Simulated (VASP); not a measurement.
# Na4H in VASP: notebook

The runs below take Na4H through single point, with PBE.

All numbers are computed with VASP 6.6.1; they aren't measurements. Logs are shortened: lines on timing, memory, paths and dates and some standing lists are left out, and cuts for length are marked.

**1. The cell of the first run**

The cell holds a slab with vacuum, 10 atoms: a = 7.267 Å, b = 7.267 Å, c = 20.967 Å, α = 90.00°, β = 90.00°, γ = 109.47°.

**2. Single point, PBE**

INCAR reads:

```
SYSTEM = Na4H
  ALGO = Normal
  DIPOL = 0.5 0.5 0.292
  EDIFF = 1E-6
  ENCUT = 520
  GGA = PE
  IDIPOL = 3
  ISIF = 2
  ISMEAR = 0
  LASPH = .TRUE.
  LCHARG = .FALSE.
  LDIPOL = .TRUE.
  LREAL = .FALSE.
  LWAVE = .FALSE.
  NBANDS = 40
  NELM = 80
  PREC = Accurate
  SIGMA = 0.1
```

KPOINTS reads:

```
k-points
0
G
  4 4 1
  0 0 0
```

POSCAR reads:

```
Na4H
1.0
    7.2665057608      0.0000000000      0.0000000000
   -2.4221685869      6.8509273320      0.0000000000
    0.0000000000      0.0000000000     20.9665385532
Na H
8 2
Direct
    0.2500000000      0.2500000000      0.1907801800
    0.2500000000      0.7500000000      0.1907801800
    0.7500000000      0.2500000000      0.1907801800
    0.7500000000      0.7500000000      0.1907801800
    0.0000000000      0.0000000000      0.3322693699
    0.0000000000      0.5000000000      0.3322693699
    0.5000000000      0.0000000000      0.3322693699
    0.5000000000      0.5000000000      0.3322693699
   -0.0516066473      0.7500000000      0.4147817977
    0.0516066473      0.7500000000      0.4147817977
```

Potentials or basis: VASP PAW PBE potentials, release 64 (Na_pv, H).

The run is started by

```console
$ cat potpaw_PBE.64/Na_pv/POTCAR potpaw_PBE.64/H/POTCAR > POTCAR
$ mpirun -np 1 vasp_std > vasp.out
```

OUTCAR:

```text
SYSTEM = Na4H
   EDIFF = 1E-6
   ENCUT = 520
   GGA = PE
   ISIF = 2
   ISMEAR = 0
   LASPH = .TRUE.
   LREAL = .FALSE.
   NELM = 80
   PREC = Accurate

 ion  position               nearest neighbor table
   1  0.250  0.250  0.191-
   2  0.250  0.750  0.191-
   3  0.750  0.250  0.191-
   4  0.750  0.750  0.191-
   5  0.000  0.000  0.332-
   6  0.000  0.500  0.332-
   7  0.500  0.000  0.332-
   8  0.500  0.500  0.332-
   9  0.948  0.750  0.415-  10 0.75
  10  0.052  0.750  0.415-   9 0.75

  LATTYP: Found a base centered orthorhombic cell.
 ALAT       =     8.3906381142
 B/A-ratio  =     1.4142135624
 C/A-ratio  =     2.4988014342

  Lattice vectors:

 A1 = (   7.2665057608,   0.0000000000,   0.0000000000)
 A2 = (  -2.4221685869,   6.8509273320,   0.0000000000)
 A3 = (   0.0000000000,   0.0000000000,  20.9665385532)

Analysis of symmetry for initial positions (statically):
=====================================================================
 Subroutine PRICEL returns:
 Original cell was already a primitive cell.

 Routine SETGRP: Setting up the symmetry group for a
 base centered orthorhombic supercell.

 Subroutine GETGRP returns: Found  2 space group operations
 (whereof  1 operations were pure point group operations)
 out of a pool of  8 trial point group operations.

The static configuration has the point symmetry C_1 .
 The point group associated with its full space group is C_2 .

Analysis of symmetry for dynamics (positions and initial velocities):
=====================================================================
 Subroutine PRICEL returns:
 Original cell was already a primitive cell.

 Routine SETGRP: Setting up the symmetry group for a
 base centered orthorhombic supercell.

 Subroutine GETGRP returns: Found  2 space group operations
 (whereof  1 operations were pure point group operations)
 out of a pool of  8 trial point group operations.

The dynamic configuration has the point symmetry C_1 .
 The point group associated with its full space group is C_2 .

 Subroutine INISYM returns: Found  2 space group operations
 (whereof  1 operations are pure point group operations),
 and found     1 'primitive' translations

----------------------------------------------------------------------------------------

                                     Primitive cell

  volume of cell :    1043.7626

  direct lattice vectors                    reciprocal lattice vectors
     7.266505761  0.000000000  0.000000000     0.137617726  0.048655214  0.000000000
    -2.422168587  6.850927332  0.000000000     0.000000000  0.145965641  0.000000000
     0.000000000  0.000000000 20.966538553     0.000000000  0.000000000  0.047695045

  length of vectors
     7.266505761  7.266505761 20.966538553     0.145965641  0.145965641  0.047695045

  position of ions in fractional coordinates (direct lattice)
     0.250000000  0.250000000  0.190780180
     0.250000000  0.750000000  0.190780180
     0.750000000  0.250000000  0.190780180
     0.750000000  0.750000000  0.190780180
     0.000000000  0.000000000  0.332269370
     0.000000000  0.500000000  0.332269370
     0.500000000  0.000000000  0.332269370
     0.500000000  0.500000000  0.332269370
     0.948393353  0.750000000  0.414781798
     0.051606647  0.750000000  0.414781798

  ion indices of the primitive-cell ions
   primitive index   ion index
                 1           1
                 2           2
                 3           3
                 4           4
                 5           5
                 6           6
                 7           7
                 8           8
                 9           9
                10          10

----------------------------------------------------------------------------------------

 KPOINTS: k-points

Automatic generation of k-mesh.
 Grid dimensions read from file:
 generate k-points for:    4    4    1

 Generating k-lattice:

  Cartesian coordinates                     Fractional coordinates (reciprocal lattice)
     0.034404432  0.012163803  0.000000000     0.250000000  0.000000000  0.000000000
     0.000000000  0.036491410  0.000000000     0.000000000  0.250000000  0.000000000
     0.000000000  0.000000000  0.047695045     0.000000000  0.000000000  1.000000000

  Length of vectors
     0.036491410  0.036491410  0.047695045

  Shift w.r.t. Gamma in fractional coordinates (k-lattice)
     0.000000000  0.000000000  0.000000000

 Subroutine IBZKPT returns following result:
 ===========================================

 Found     10 irreducible k-points:

 Following reciprocal coordinates:
            Coordinates               Weight
  0.000000  0.000000  0.000000      1.000000
  0.250000  0.000000  0.000000      2.000000
  0.000000  0.250000  0.000000      2.000000
  0.500000  0.000000  0.000000      1.000000
  0.000000  0.500000  0.000000      1.000000
  0.250000  0.250000  0.000000      2.000000
  0.500000  0.250000  0.000000      2.000000
  0.250000  0.500000  0.000000      2.000000
 -0.250000  0.250000  0.000000      2.000000
  0.500000  0.500000  0.000000      1.000000
   k-points           NKPTS =     10   k-points in BZ     NKDIM =     10   number of bands    NBANDS=     40
   number of dos      NEDOS =    301   number of ions     NIONS =     10
   total plane-waves  NPLWV = 466560
   dimension x,y,z NGX =    54 NGY =   54 NGZ =  160
   dimension x,y,z NGXF=   108 NGYF=  108 NGZF=  320
   ions per type =               8   2
   NGX,Y,Z   is equivalent  to a cutoff of  12.35, 12.35, 12.69 a.u.
   NGXF,Y,Z  is equivalent  to a cutoff of  24.71, 24.71, 25.37 a.u.
 SYSTEM =  Na4H
   PREC   = accura    normal or accurate (medium, high low for compatibility)
   ISTART =      0    job   : 0-new  1-cont  2-samecut
   ICHARG =      2    charge: 1-file 2-atom 10-const
   ISPIN  =      1    spin polarized calculation?
   LNONCOLLINEAR =      F non collinear calculations
   LSORBIT =      F    spin-orbit coupling
   LASPH  =      T    aspherical Exc in radial PAW
   ENCUT  =  520.0 eV  38.22 Ry    6.18 a.u.  13.51 13.51 38.98*2*pi/ulx,y,z
   NELM   =     80;   NELMIN=  2; NELMDL= -5     # of ELM steps
   EDIFF  = 0.1E-05   stopping-criterion for ELM
   LREAL  =      F    real-space projection
   EDIFFG = 0.1E-04   stopping-criterion for IOM
   NSW    =      0    number of steps for IOM
   IBRION =     -1    ionic relax: 0-MD 1-quasi-New 2-CG
   NFREE  =      0    steps in history (QN), initial steepest desc. (CG)
   ISIF   =      2    stress and relaxation
   ISYM   =      2    0-nonsym 1-usesym 2-fastsym
   POTIM  = 0.5000    time-step for ionic-motion
   TEBEG  =    0.0;   TEEND  =   0.0 temperature during run
   PSTRESS=    0.0 pullay stress
   NELECT =      58.0000    total number of electrons
   NUPDOWN=      -1.0000    fix difference up-down
   EMIN   =  10.00;   EMAX   =-10.00  energy-range for DOS
   EFERMI =   0.00;   METHOD = LEGACY
   ISMEAR =     0;   SIGMA  =   0.10  broadening in eV -4-tet -1-fermi 0-gaus
   EFERMI_NEDOS =   21; number of points for ismear=-14 and -15
   IALGO  =     38    algorithm
   IMIX   =      4    mixing-type and parameters
     AMIX     =   0.40;   BMIX     =  1.00
     AMIX_MAG =   1.60;   BMIX_MAG =  1.00
  volume/ion in A,a.u.               =     104.38       704.37
  Fermi-wavevector in a.u.,A,eV,Ry     =   0.624717  1.180545  5.309970  0.390272
  Thomas-Fermi vector in A             =   1.685372
   LORBIT       =      0    0 simple, 1 ext, 2 COOP (PROOUT), +10 PAW based schemes
   GGA     = PE    functional components
   LHFCALC =     F    Hartree Fock is set to
   AEXX    =    0.0000 exact exchange contribution
   IVDW    =     0    specifies the selected vdW correction
   LEPSILON=     F    determine dielectric tensor
   LRPA    =     F    only Hartree local field effects (RPA)
 non-spin polarized calculation
 Gauss-broadening in eV      SIGMA  =   0.10
  energy-cutoff  :      520.00
  volume of cell :     1043.76
 maximum number of plane-waves:     28122
   NGX = 27   NGY = 27   NGZ = 77

 dipolmoment           0.000000      0.000000      0.000123 electrons x Angstroem

 number of electron      57.9999951 magnetization

 dipolmoment           0.000000      0.000000     -0.067420 electrons x Angstroem

 Free energy of the ion-electron system (eV)
  ---------------------------------------------------
  ext. energy  EPLUGINS =         0.00000000
  ---------------------------------------------------
  free energy    TOTEN  =       -15.72457503 eV

  energy without entropy =      -15.69820791  energy(sigma->0) =      -15.71139147

 E-fermi :  -1.7519     XC(G=0):  -2.6272

 val. band max:       -1.7671639708   @ k =   0.0000   0.5000   0.0000
 cond. band min:      -1.7125800121   @ k =   0.2500   0.0000   0.0000
 fundamental gap:      0.0545839588
 Fermi energy:        -1.7518624249

 k-point     1 :       0.0000    0.0000    0.0000
  band No.  band energies     occupation
      1     -27.1334      2.00000
      2     -27.1212      2.00000
      3     -27.1139      2.00000
      4     -27.1021      2.00000
      5     -27.0986      2.00000
      6     -27.0970      2.00000
[... 32 lines left out ...]
     39       0.6013      0.00000
     40       0.8631      0.00000

 k-point     2 :       0.2500    0.0000    0.0000
  band No.  band energies     occupation
      1     -27.1334      2.00000
      2     -27.1212      2.00000
      3     -27.1139      2.00000
      4     -27.1017      2.00000
      5     -27.0984      2.00000
      6     -27.0970      2.00000
[... 32 lines left out ...]
     39       0.8309      0.00000
     40       1.0042      0.00000

 k-point     3 :       0.0000    0.2500    0.0000
  band No.  band energies     occupation
      1     -27.1309      2.00000
      2     -27.1223      2.00000
      3     -27.1123      2.00000
      4     -27.1025      2.00000
      5     -27.0993      2.00000
      6     -27.0990      2.00000
[... 32 lines left out ...]
     39       0.7280      0.00000
     40       1.0227      0.00000

 k-point     4 :       0.5000    0.0000    0.0000
  band No.  band energies     occupation
      1     -27.1333      2.00000
      2     -27.1212      2.00000
      3     -27.1138      2.00000
      4     -27.1014      2.00000
      5     -27.0982      2.00000
      6     -27.0970      2.00000
[... 32 lines left out ...]
     39       1.1496      0.00000
     40       1.3218      0.00000

 k-point     5 :       0.0000    0.5000    0.0000
  band No.  band energies     occupation
      1     -27.1265      2.00000
      2     -27.1251      2.00000
      3     -27.1078      2.00000
      4     -27.1073      2.00000
      5     -27.0998      2.00000
      6     -27.0998      2.00000
[... 32 lines left out ...]
     39       1.1135      0.00000
     40       1.1713      0.00000

 k-point     6 :       0.2500    0.2500    0.0000
  band No.  band energies     occupation
      1     -27.1308      2.00000
      2     -27.1223      2.00000
      3     -27.1123      2.00000
      4     -27.1022      2.00000
      5     -27.0992      2.00000
      6     -27.0988      2.00000
[... 32 lines left out ...]
     39       1.1310      0.00000
     40       1.2115      0.00000

 k-point     7 :       0.5000    0.2500    0.0000
  band No.  band energies     occupation
      1     -27.1308      2.00000
      2     -27.1222      2.00000
      3     -27.1123      2.00000
      4     -27.1020      2.00000
      5     -27.0991      2.00000
      6     -27.0985      2.00000
[... 32 lines left out ...]
     39       1.3903      0.00000
     40       1.5270      0.00000

 k-point     8 :       0.2500    0.5000    0.0000
  band No.  band energies     occupation
      1     -27.1265      2.00000
      2     -27.1251      2.00000
      3     -27.1077      2.00000
      4     -27.1072      2.00000
      5     -27.0996      2.00000
      6     -27.0995      2.00000
[... 32 lines left out ...]
     39       1.4307      0.00000
     40       1.4939      0.00000

 k-point     9 :      -0.2500    0.2500    0.0000
  band No.  band energies     occupation
      1     -27.1309      2.00000
      2     -27.1223      2.00000
      3     -27.1123      2.00000
      4     -27.1022      2.00000
      5     -27.0992      2.00000
      6     -27.0987      2.00000
[... 32 lines left out ...]
     39       1.0253      0.00000
     40       1.1295      0.00000

 k-point    10 :       0.5000    0.5000    0.0000
  band No.  band energies     occupation
      1     -27.1265      2.00000
      2     -27.1250      2.00000
      3     -27.1076      2.00000
      4     -27.1072      2.00000
      5     -27.0994      2.00000
      6     -27.0993      2.00000
[... 32 lines left out ...]
     39       1.3108      0.00000
     40       1.4111      0.00000

------------------------ aborting loop because EDIFF is reached ----------------------------------------

 vacuum level on the upper side and lower side of the slab       (xc-potential included)        -0.126         0.099

  FORCE on cell =-STRESS in cart. coord.  units (eV):
  Direction    XX          YY          ZZ          XY          YZ          ZX
  --------------------------------------------------------------------------------------
  -------------------------------------------------------------------------------------
  Total       -0.0340046     -0.8463705      0.3178687     -0.2907974      0.0000000      0.0000000
  in kB       -0.0521971     -1.2991801      0.4879291     -0.4463745      0.0000000      0.0000000
  external PRESSURE =      -0.2878160 kB  Pullay stress =       0.0000000 kB

 VOLUME and BASIS-vectors are now :
 -----------------------------------------------------------------------------
  energy-cutoff  :      520.00
  volume of cell :     1043.76
      direct lattice vectors                 reciprocal lattice vectors
     7.266505761  0.000000000  0.000000000     0.137617726  0.048655214  0.000000000
    -2.422168587  6.850927332  0.000000000     0.000000000  0.145965641  0.000000000
     0.000000000  0.000000000 20.966538553     0.000000000  0.000000000  0.047695045

 POSITION                                       TOTAL-FORCE (eV/Angst)
 -----------------------------------------------------------------------------------
      1.21108      1.71273      4.00000         0.003496      0.004321      0.015966
      0.00000      5.13820      4.00000         0.012605     -0.000228      0.018482
      4.84434      1.71273      4.00000        -0.003496     -0.004321      0.015966
      3.63325      5.13820      4.00000        -0.012605      0.000228      0.018482
      0.00000      0.00000      6.96654        -0.058573      0.175078     -0.169068
     -1.21108      3.42546      6.96654         0.058573     -0.175078     -0.169068
      3.63325      0.00000      6.96654         0.078093      0.019860     -0.029884
      2.42217      3.42546      6.96654        -0.078093     -0.019860     -0.029884
      5.07488      5.13820      8.69654        -0.381679     -0.102414      0.164504
     -1.44163      5.13820      8.69654         0.381679      0.102414      0.164504
 -----------------------------------------------------------------------------------
    total drift:                               -0.000000     -0.000000     -0.006359

  FREE ENERGIE OF THE ION-ELECTRON SYSTEM (eV)
  ---------------------------------------------------
  free  energy   TOTEN  =       -15.7245750320 eV

  energy  without entropy=      -15.6982079075  energy(sigma->0) =      -15.71139147

 vacuum level on the upper side and lower side of the slab         0.865         1.073
```

Wall time 13 min (1 thread of Oxide Virtual Turin-like, shared host); peak memory 1 GiB.

Results:

```
Free energy            : -15.7246 eV
Largest force          : 0.428 eV/Å
Band gap on the k mesh : zero (bands 29 and 30 overlap by 0.68 eV)
```

Forces in eV/Å, atoms in the order of the input:
```
Na   0.003  0.004  0.016
Na   0.013  0.000  0.018
Na  -0.003 -0.004  0.016
Na  -0.013  0.000  0.018
Na  -0.059  0.175 -0.169
Na   0.059 -0.175 -0.169
Na   0.078  0.020 -0.030
Na  -0.078 -0.020 -0.030
H   -0.382 -0.102  0.165
H    0.382  0.102  0.165
```

**3. Single point, PBE**

INCAR reads:

```
PREC = Accurate
ENCUT = 520
EDIFF = 1E-6
ISMEAR = 0
SIGMA = 0.1
LREAL = F
LASPH = T
NELM = 60
ALGO = Normal
ISIF = 2
LWAVE = F
LCHARG = F
LDIPOL = T
IDIPOL = 3
DIPOL = 0.5 0.5 0.300
GGA = PE
NBANDS = 40
```

KPOINTS reads:

```
regular mesh
0
Gamma
  4 4 1
```

POSCAR: that of step 2 with these lines changed.

```diff
@@ -16,3 +16,3 @@
     0.5000000000      0.5000000000      0.3322693699
-   -0.0516066473      0.7500000000      0.4147817977
-    0.0516066473      0.7500000000      0.4147817977
+   -0.0516066473      0.7500000000      0.4562764869
+    0.0516066473      0.7500000000      0.4562764869
```

Potentials or basis: VASP PAW PBE potentials, release 64 (Na_pv, H).

The run is started by

```console
$ cat potpaw_PBE.64/Na_pv/POTCAR potpaw_PBE.64/H/POTCAR > POTCAR
$ mpirun -np 1 vasp_std > vasp.out
```

Run time: 13 min. Hardware: 1 thread of Oxide Virtual Turin-like, shared host; peak memory 1 GiB.

It converged, with:

- Free energy: -15.9154 eV
- Largest force: 0.115 eV/Å
- Band gap on the k mesh: zero (bands 29 and 30 overlap by 0.75 eV)

Forces on the atoms (eV/Å):
```
Na   0.004  0.004 -0.009
Na   0.009  0.000  0.000
Na  -0.004 -0.004 -0.009
Na  -0.009  0.000  0.000
Na  -0.018  0.046 -0.049
Na   0.018 -0.046 -0.049
Na   0.028  0.010 -0.012
Na  -0.028 -0.010 -0.012
H   -0.090 -0.016  0.070
H    0.090  0.016  0.070
```

Levels at points of the mesh, in eV from the Fermi level:
| k point | band 25 | band 26 | band 27 | band 28 | band 29 | band 30 | band 31 | band 32 | band 33 | band 34 |
| --- | --- | --- | --- | --- | --- | --- | --- | --- | --- | --- |
| (0.00, 0.00, 0.00) | -8.09 | -2.81 | -1.14 | 0.31 | 0.35 | 0.35 | 0.36 | 0.76 | 1.15 | 1.63 |
| (0.50, 0.00, 0.00) | -8.09 | -2.02 | -1.99 | -0.45 | -0.29 | 0.09 | 0.11 | 1.25 | 1.51 | 1.55 |
| (0.00, 0.50, 0.00) | -8.09 | -2.02 | -1.99 | -0.42 | -0.30 | 0.07 | 0.11 | 1.34 | 1.42 | 1.51 |
| (0.50, 0.50, 0.00) | -8.09 | -1.75 | -1.73 | -0.70 | -0.67 | -0.19 | -0.04 | 0.82 | 0.96 | 1.50 |
